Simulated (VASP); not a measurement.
Set up this calculation in VASP 6.6.1, as the native input.

* Task: single point
* Functional: PBE-based screened hybrid
* Potentials or basis: VASP PAW PBE potentials, release 64 (Cd, Se)
* Cutoff: 520 eV
* k mesh: 4 × 4 × 4
* Occupations: gaussian, width 0.01 eV
* Spin: no spin polarisation
* Dipole correction: no
* Grid for exact exchange (PRECFOCK): Normal
* Share of exact exchange: 0.1
* Further INCAR settings: ALGO = Normal; EDIFF = 1e-06; NBANDS = 16
* Screening parameter: 0.2078 1/Å

CdSe:

```
Cd Se
1.0
     0.00000    3.06780    3.06780
     3.06780    0.00000    3.06780
     3.06780    3.06780    0.00000
Cd Se
1 1
Cartesian
  0.0000 0.0000 0.0000
  4.6017 4.6017 4.6017
```

The input as run:

POSCAR

```
CdSe
1.0
    0.0000000000      3.0678017004      3.0678017004
    3.0678017004      0.0000000000      3.0678017004
    3.0678017004      3.0678017004      0.0000000000
Cd Se
1 1
Direct
    0.0000000000      0.0000000000      0.0000000000
    0.7500000000      0.7500000000      0.7500000000
```

INCAR.step1

```
SYSTEM = CdSe
PREC     = Accurate       ! precision mode
ENCUT    = 520            ! plane-wave cutoff, eV
EDIFF    = 1E-5           ! SCF threshold, eV
ISMEAR   = 0              ! smearing method
SIGMA    = 0.01           ! smearing width, eV
LREAL    = .FALSE.        ! projectors in reciprocal space
LASPH    = .TRUE.         ! aspherical terms in the spheres
NELM     = 100            ! most SCF steps
ALGO     = Normal         ! electronic algorithm
ISIF     = 2              ! what is computed and relaxed
LWAVE    = .TRUE.         ! write WAVECAR
GGA      = PE             ! functional
NBANDS   = 16             ! bands
```

INCAR.step2

```
SYSTEM = CdSe
PREC     = Accurate       ! precision mode
ENCUT    = 520            ! plane-wave cutoff, eV
EDIFF    = 1E-6           ! SCF threshold, eV
ISMEAR   = 0              ! smearing method
SIGMA    = 0.01           ! smearing width, eV
LREAL    = .FALSE.        ! projectors in reciprocal space
LASPH    = .TRUE.         ! aspherical terms in the spheres
NELM     = 100            ! most SCF steps
ALGO     = Normal         ! electronic algorithm
ISIF     = 2              ! what is computed and relaxed
LWAVE    = .FALSE.        ! write WAVECAR
LCHARG   = .TRUE.         ! write CHGCAR
GGA      = PE             ! functional
LHFCALC  = .TRUE.         ! exact exchange
AEXX     = 0.1            ! exact-exchange fraction
HFSCREEN = 0.2078         ! screening, 1/A
PRECFOCK = Normal       
LELF     = .TRUE.         ! ELF
LVHAR    = .TRUE.       
ISTART   = 1            
NBANDS   = 16             ! bands
```

KPOINTS

```
regular mesh
0
G
  4 4 4
  0 0 0
```

Potentials or basis: VASP PAW PBE potentials, release 64 (Cd, Se).

Command:

```console
$ cat potpaw_PBE.64/Cd/POTCAR potpaw_PBE.64/Se/POTCAR > POTCAR
$ cp INCAR.step1 INCAR
$ mpirun -np 1 vasp_std > vasp.out
$ cp INCAR.step2 INCAR
$ mpirun -np 1 vasp_std > vasp.out
```

It gave:

* Pressure: 1.3 GPa
* Band gap on the k mesh: 0.91 eV, direct

Caveat: the k points lie up to 0.44 Å⁻¹ apart; the PAW data sets were made with another functional, which shifts forces and pressure a little.

It took 24 min on 1 thread of Intel(R) Xeon(R) Platinum 8375C CPU @ 2.90GHz (Ice Lake), on a shared host, peak memory 0.29 GiB.
